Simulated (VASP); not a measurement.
# GaN (P6_3mc) in VASP: single point with PBE

Aim: the single point of GaN with PBE.

All numbers are computed with VASP 6.6.1; they aren't measurements. Logs are shortened: lines on timing, memory, paths and dates and some standing lists are left out, and cuts for length are marked.

### 1 The cell of the first run

The structure is hexagonal, space group P6_3mc (No. 186). Conventional cell: a = 3.218 Å, b = 3.218 Å, c = 5.243 Å, α = 90.00°, β = 90.00°, γ = 120.00°. Within 2.6 Å of Ga (site symmetry 3m) lie 4 N at 1.97 to 1.98 Å. Ga (site symmetry 3m) has 4 N at 1.97 to 1.98 Å within 2.6 Å. Within 2.6 Å of N (site symmetry 3m) lie 4 Ga at 1.97 to 1.98 Å. N (site symmetry 3m) has 4 Ga at 1.97 to 1.98 Å within 2.6 Å.

### 2 Single point, PBE

The input, INCAR:

```
PREC     = Accurate       # precision mode
ENCUT    = 520            # plane-wave cutoff, eV
EDIFF    = 1E-6           # SCF threshold, eV
ISMEAR   = 0              # smearing method
SIGMA    = 0.01           # smearing width, eV
LREAL    = Auto         
LASPH    = T              # aspherical terms in the spheres
NELM     = 100            # most SCF steps
ALGO     = Normal         # electronic algorithm
ISIF     = 2              # what is computed and relaxed
LWAVE    = F              # write WAVECAR
LCHARG   = T              # write CHGCAR
GGA      = PE             # functional
LELF     = T              # ELF
LVHAR    = T            
NBANDS   = 186            # bands
```

The input, KPOINTS:

```
regular mesh
0
Gamma
  3 3 3
```

The input, POSCAR:

```
GaN
1.0
    0.0000000000     -5.5743817648      5.2431684006
    4.8275562187      2.7871908824      5.2431684006
   -4.8275562187      2.7871908824      5.2431684006
Ga N
18 18
Direct
    0.7219338427      0.3886005094      0.3886005094
    0.3886005094      0.3886005094      0.7219338427
    0.7219338427      0.7219338427      0.0552671760
    0.0552671760      0.3886005094      0.0552671760
    0.3886005094      0.7219338427      0.3886005094
    0.7219338427      0.0552671760      0.7219338427
    0.0552671760      0.7219338427      0.7219338427
    0.3886005094      0.0552671760      0.0552671760
    0.0552671760      0.0552671760      0.3886005094
    0.7774893983      0.4441560649      0.7774893983
    0.4441560649      0.4441560649      0.1108227316
    0.7774893983      0.7774893983      0.4441560649
    0.1108227316      0.4441560649      0.4441560649
    0.4441560649      0.7774893983      0.7774893983
    0.7774893983      0.1108227316      0.1108227316
    0.1108227316      0.7774893983      0.1108227316
    0.4441560649      0.1108227316      0.4441560649
    0.1108227316      0.1108227316      0.7774893983
    0.8475106017      0.5141772684      0.5141772684
    0.5141772684      0.5141772684      0.8475106017
    0.8475106017      0.8475106017      0.1808439351
    0.1808439351      0.5141772684      0.1808439351
    0.5141772684      0.8475106017      0.5141772684
    0.8475106017      0.1808439351      0.8475106017
    0.1808439351      0.8475106017      0.8475106017
    0.5141772684      0.1808439351      0.1808439351
    0.1808439351      0.1808439351      0.5141772684
    0.5697328240      0.2363994906      0.5697328240
    0.2363994906      0.2363994906      0.9030661573
    0.5697328240      0.5697328240      0.2363994906
    0.9030661573      0.2363994906      0.2363994906
    0.2363994906      0.5697328240      0.5697328240
    0.5697328240      0.9030661573      0.9030661573
    0.9030661573      0.5697328240      0.9030661573
    0.2363994906      0.9030661573      0.2363994906
    0.9030661573      0.9030661573      0.5697328240
```

Potentials or basis: VASP PAW PBE potentials, release 64 (Ga_d, N).

Command:

```sh
$ cat potpaw_PBE.64/Ga_d/POTCAR potpaw_PBE.64/N/POTCAR > POTCAR
$ mpirun -np 1 vasp_std > vasp.out
```

OUTCAR:

```text
PREC = Accurate
   ENCUT = 520
   EDIFF = 1E-6
   ISMEAR = 0
   LREAL = Auto
   LASPH = T
   NELM = 100
   ISIF = 2
   GGA = PE

 ion  position               nearest neighbor table
   1  0.722  0.389  0.389-  28 1.97  30 1.97  31 1.97  19 1.98
   2  0.389  0.389  0.722-  32 1.97  28 1.97  29 1.97  20 1.98
   3  0.722  0.722  0.055-  30 1.97  33 1.97  34 1.97  21 1.98
   4  0.055  0.389  0.055-  34 1.97  31 1.97  29 1.97  22 1.98
   5  0.389  0.722  0.389-  32 1.97  30 1.97  35 1.97  23 1.98
   6  0.722  0.055  0.722-  28 1.97  33 1.97  36 1.97  24 1.98
[... 28 lines left out ...]
  35  0.236  0.903  0.236-   8 1.97   9 1.97   5 1.97  16 1.98
  36  0.903  0.903  0.570-   9 1.97   7 1.97   6 1.97  12 1.98

  LATTYP: Found a trigonal (rhomboedric) cell.
 ALAT       =     7.6527476724
 COS(alpha) =     0.2041157914

  Lattice vectors:

 A1 = (   0.0000000000,  -5.5743817648,   5.2431684006)
 A2 = (   4.8275562187,   2.7871908824,   5.2431684006)
 A3 = (  -4.8275562187,   2.7871908824,   5.2431684006)

Analysis of symmetry for initial positions (statically):
=====================================================================
 Subroutine PRICEL returns following result:

  LATTYP: Found a hexagonal cell.
 ALAT       =     3.2183708121
 C/A-ratio  =     1.6291374446

  Lattice vectors:

 A1 = (  -1.6091854061,   2.7871908821,   0.0000000000)
 A2 = (  -1.6091854061,  -2.7871908821,   0.0000000000)
 A3 = (  -0.0000000005,   0.0000000003,   5.2431684006)

   9 primitive cells build up your supercell.

 Routine SETGRP: Setting up the symmetry group for a
 trigonal (rhombohedral) supercell.

 Subroutine GETGRP returns: Found  6 space group operations
 (whereof  6 operations were pure point group operations)
 out of a pool of 12 trial point group operations.

The static configuration has the point symmetry C_3v.

Analysis of symmetry for dynamics (positions and initial velocities):
=====================================================================
 Subroutine PRICEL returns following result:

  LATTYP: Found a hexagonal cell.
 ALAT       =     3.2183708121
 C/A-ratio  =     1.6291374446

  Lattice vectors:

 A1 = (  -1.6091854061,   2.7871908821,   0.0000000000)
 A2 = (  -1.6091854061,  -2.7871908821,   0.0000000000)
 A3 = (  -0.0000000005,   0.0000000003,   5.2431684006)

   9 primitive cells build up your supercell.

 Routine SETGRP: Setting up the symmetry group for a
 trigonal (rhombohedral) supercell.

 Subroutine GETGRP returns: Found  6 space group operations
 (whereof  6 operations were pure point group operations)
 out of a pool of 12 trial point group operations.

The dynamic configuration has the point symmetry C_3v.

 Subroutine INISYM returns: Found  6 space group operations
 (whereof  6 operations are pure point group operations),
 and found     9 'primitive' translations

----------------------------------------------------------------------------------------

                                     Primitive cell

  volume of cell :      47.0323

  direct lattice vectors                    reciprocal lattice vectors
    -1.609185406  2.787190882  0.000000000    -0.310716216  0.179392091 -0.000000000
    -1.609185406 -2.787190882  0.000000000    -0.310716216 -0.179392091 -0.000000000
    -0.000000000  0.000000000  5.243168401     0.000000000  0.000000000  0.190724372

  length of vectors
     3.218370812  3.218370812  5.243168401     0.358784182  0.358784182  0.190724372

  position of ions in fractional coordinates (direct lattice)
     0.666666666  0.333333333  0.499134861
     0.333333333  0.666666667  0.999134861
     0.666666666  0.333333333  0.875865138
     0.333333333  0.666666667  0.375865139

  ion indices of the primitive-cell ions
   primitive index   ion index
                 1           1
                 2          13
                 3          19
                 4          28

----------------------------------------------------------------------------------------

 KPOINTS: regular mesh

Automatic generation of k-mesh.
 Grid dimensions read from file:
 generate k-points for:    3    3    3

 Generating k-lattice:

  Cartesian coordinates                     Fractional coordinates (reciprocal lattice)
     0.000000000 -0.039864909  0.021191597     0.333333333  0.000000000  0.000000000
     0.034524024  0.019932455  0.021191597     0.000000000  0.333333333  0.000000000
    -0.034524024  0.019932455  0.021191597     0.000000000  0.000000000  0.333333333

  Length of vectors
     0.045147478  0.045147478  0.045147478

  Shift w.r.t. Gamma in fractional coordinates (k-lattice)
     0.000000000  0.000000000  0.000000000

 Subroutine IBZKPT returns following result:
 ===========================================

 Found      6 irreducible k-points:

 Following reciprocal coordinates:
            Coordinates               Weight
  0.000000  0.000000  0.000000      1.000000
  0.333333  0.000000  0.000000      6.000000
  0.333333  0.333333  0.000000      6.000000
 -0.333333  0.333333  0.000000      6.000000
  0.333333  0.333333  0.333333      2.000000
 -0.333333  0.333333  0.333333      6.000000
   k-points           NKPTS =      6   k-points in BZ     NKDIM =      6   number of bands    NBANDS=    186
   number of dos      NEDOS =    301   number of ions     NIONS =     36
   total plane-waves  NPLWV = 216000
   dimension x,y,z NGX =    60 NGY =   60 NGZ =   60
   dimension x,y,z NGXF=   120 NGYF=  120 NGZF=  120
   ions per type =              18  18
   NGX,Y,Z   is equivalent  to a cutoff of  13.03, 13.03, 13.03 a.u.
   NGXF,Y,Z  is equivalent  to a cutoff of  26.07, 26.07, 26.07 a.u.
 SYSTEM =  unknown system
   PREC   = accura    normal or accurate (medium, high low for compatibility)
   ISTART =      0    job   : 0-new  1-cont  2-samecut
   ICHARG =      2    charge: 1-file 2-atom 10-const
   ISPIN  =      1    spin polarized calculation?
   LNONCOLLINEAR =      F non collinear calculations
   LSORBIT =      F    spin-orbit coupling
   LASPH  =      T    aspherical Exc in radial PAW
   ENCUT  =  520.0 eV  38.22 Ry    6.18 a.u.  14.23 14.23 14.23*2*pi/ulx,y,z
   NELM   =    100;   NELMIN=  2; NELMDL= -5     # of ELM steps
   EDIFF  = 0.1E-05   stopping-criterion for ELM
   LREAL  =      T    real-space projection
   EDIFFG = 0.1E-04   stopping-criterion for IOM
   NSW    =      0    number of steps for IOM
   IBRION =     -1    ionic relax: 0-MD 1-quasi-New 2-CG
   NFREE  =      0    steps in history (QN), initial steepest desc. (CG)
   ISIF   =      2    stress and relaxation
   ISYM   =      2    0-nonsym 1-usesym 2-fastsym
   POTIM  = 0.5000    time-step for ionic-motion
   TEBEG  =    0.0;   TEEND  =   0.0 temperature during run
   PSTRESS=    0.0 pullay stress
   NELECT =     324.0000    total number of electrons
   NUPDOWN=      -1.0000    fix difference up-down
   EMIN   =  10.00;   EMAX   =-10.00  energy-range for DOS
   EFERMI =   0.00;   METHOD = LEGACY
   ISMEAR =     0;   SIGMA  =   0.01  broadening in eV -4-tet -1-fermi 0-gaus
   EFERMI_NEDOS =   21; number of points for ismear=-14 and -15
   IALGO  =     38    algorithm
   IMIX   =      4    mixing-type and parameters
     AMIX     =   0.40;   BMIX     =  1.00
     AMIX_MAG =   1.60;   BMIX_MAG =  1.00
  volume/ion in A,a.u.               =      11.76        79.35
  Fermi-wavevector in a.u.,A,eV,Ry     =   1.497534  2.829930 30.512550  2.242609
  Thomas-Fermi vector in A             =   2.609410
   LORBIT       =      0    0 simple, 1 ext, 2 COOP (PROOUT), +10 PAW based schemes
   GGA     = PE    functional components
   LHFCALC =     F    Hartree Fock is set to
   AEXX    =    0.0000 exact exchange contribution
   IVDW    =     0    specifies the selected vdW correction
   LEPSILON=     F    determine dielectric tensor
   LRPA    =     F    only Hartree local field effects (RPA)
 non-spin polarized calculation
 Gauss-broadening in eV      SIGMA  =   0.01
  energy-cutoff  :      520.00
  volume of cell :      423.29
 maximum number of plane-waves:     11405
 NGX is ok and might be reduce to    60
   NGX = 29   NGY = 29   NGZ = 29

 number of electron     324.0000136 magnetization

 Free energy of the ion-electron system (eV)
  ---------------------------------------------------
  ext. energy  EPLUGINS =         0.00000000
  ---------------------------------------------------
  free energy    TOTEN  =      -218.95906018 eV

  energy without entropy =     -218.95906018  energy(sigma->0) =     -218.95906018

 E-fermi :   5.1259     XC(G=0): -11.5150

 val. band max:        5.0093741345   @ k =   0.0000   0.0000   0.0000
 cond. band min:       6.7248747525   @ k =   0.0000   0.0000   0.0000
 fundamental gap:      1.7155006180
 Fermi energy:         5.1259371860

 k-point     1 :       0.0000    0.0000    0.0000
  band No.  band energies     occupation
      1     -10.7264      2.00000
      2      -9.9432      2.00000
      3      -9.9432      2.00000
      4      -9.9432      2.00000
      5      -9.9432      2.00000
      6      -9.9432      2.00000
[... 166 lines left out ...]
    173      10.4369      0.00000
    174      10.4369      0.00000

 k-point     2 :       0.3333    0.0000    0.0000
  band No.  band energies     occupation
      1     -10.5819      2.00000
      2     -10.2420      2.00000
      3      -9.9242      2.00000
      4      -9.9242      2.00000
      5      -9.9074      2.00000
      6      -9.9074      2.00000
[... 166 lines left out ...]
    173      10.5452      0.00000
    174      10.6025      0.00000

 k-point     3 :       0.3333    0.3333    0.0000
  band No.  band energies     occupation
      1     -10.4908      2.00000
      2     -10.1277      2.00000
      3     -10.1277      2.00000
      4     -10.0342      2.00000
      5      -9.9432      2.00000
      6      -9.9162      2.00000
[... 166 lines left out ...]
    173      10.2201      0.00000
    174      10.3742      0.00000

 k-point     4 :      -0.3333    0.3333    0.0000
  band No.  band energies     occupation
      1     -10.4199      2.00000
      2     -10.2032      2.00000
      3     -10.2032      2.00000
      4      -9.9602      2.00000
      5      -9.9063      2.00000
      6      -9.9063      2.00000
[... 166 lines left out ...]
    173      10.7083      0.00000
    174      10.7172      0.00000

 k-point     5 :       0.3333    0.3333    0.3333
  band No.  band energies     occupation
      1     -10.4500      2.00000
      2     -10.0661      2.00000
      3     -10.0661      2.00000
      4     -10.0661      2.00000
      5     -10.0224      2.00000
      6      -9.9432      2.00000
[... 166 lines left out ...]
    173      10.4369      0.00000
    174      10.5864      0.00000

 k-point     6 :      -0.3333    0.3333    0.3333
  band No.  band energies     occupation
      1     -10.3133      2.00000
      2     -10.2091      2.00000
      3     -10.0755      2.00000
      4     -10.0740      2.00000
      5     -10.0740      2.00000
      6      -9.9399      2.00000
[... 166 lines left out ...]
    173      10.5622      0.00000
    174      10.7431      0.00000
 [bands above 174 left out]

------------------------ aborting loop because EDIFF is reached ----------------------------------------

  FORCE on cell =-STRESS in cart. coord.  units (eV):
  Direction    XX          YY          ZZ          XY          YZ          ZX
  --------------------------------------------------------------------------------------
  -------------------------------------------------------------------------------------
  Total        0.2292991      0.2292991      0.2825893      0.0000000      0.0000000      0.0000000
  in kB        0.8679084      0.8679084      1.0696144      0.0000000      0.0000000      0.0000000
  external PRESSURE =       0.9351437 kB  Pullay stress =       0.0000000 kB

 VOLUME and BASIS-vectors are now :
 -----------------------------------------------------------------------------
  energy-cutoff  :      520.00
  volume of cell :      423.29
      direct lattice vectors                 reciprocal lattice vectors
     0.000000000 -5.574381765  5.243168401     0.000000000 -0.119594727  0.063574791
     4.827556219  2.787190882  5.243168401     0.103572072  0.059797364  0.063574791
    -4.827556219  2.787190882  5.243168401    -0.103572072  0.059797364  0.063574791

 POSITION                                       TOTAL-FORCE (eV/Angst)
 -----------------------------------------------------------------------------------
      0.00000     -1.85813      7.86022         0.000000     -0.000000      0.000970
     -1.60919      0.92906      7.86022         0.000000      0.000000      0.000970
      3.21837     -1.85813      7.86022         0.000000      0.000000      0.000970
      1.60919      0.92906      2.61705         0.000000     -0.000000      0.000970
      1.60919      0.92906      7.86022         0.000000     -0.000000      0.000970
     -3.21837     -1.85813      7.86022         0.000000      0.000000      0.000970
[... 28 lines left out ...]
      3.21837      1.85813      7.21389         0.000000     -0.000000     -0.000409
      1.60919     -0.92906     12.45706         0.000000     -0.000000     -0.000409
 -----------------------------------------------------------------------------------
    total drift:                                0.000004     -0.000002     -0.001379

  FREE ENERGIE OF THE ION-ELECTRON SYSTEM (eV)
  ---------------------------------------------------
  free  energy   TOTEN  =      -218.9590601849 eV

  energy  without entropy=     -218.9590601849  energy(sigma->0) =     -218.95906018
```

It took 39 min on 1 thread of Oxide Virtual Turin-like, shared host; peak memory 0.64 GiB.

What came out:

```yaml
Free_energy: -218.9591 eV
Pressure: 0.1 GPa
Band_gap_on_the_k_mesh: 1.72 eV
```

Levels at points of the mesh, in eV from the valence-band top:
| k point | band 159 | band 160 | band 161 | band 162 | band 163 | band 164 | band 165 | band 166 |
| --- | --- | --- | --- | --- | --- | --- | --- | --- |
| (0.00, 0.00, 0.00) | -1.00 | -0.04 | 0.00 | 0.00 | 1.72 | 4.07 | 4.30 | 4.30 |
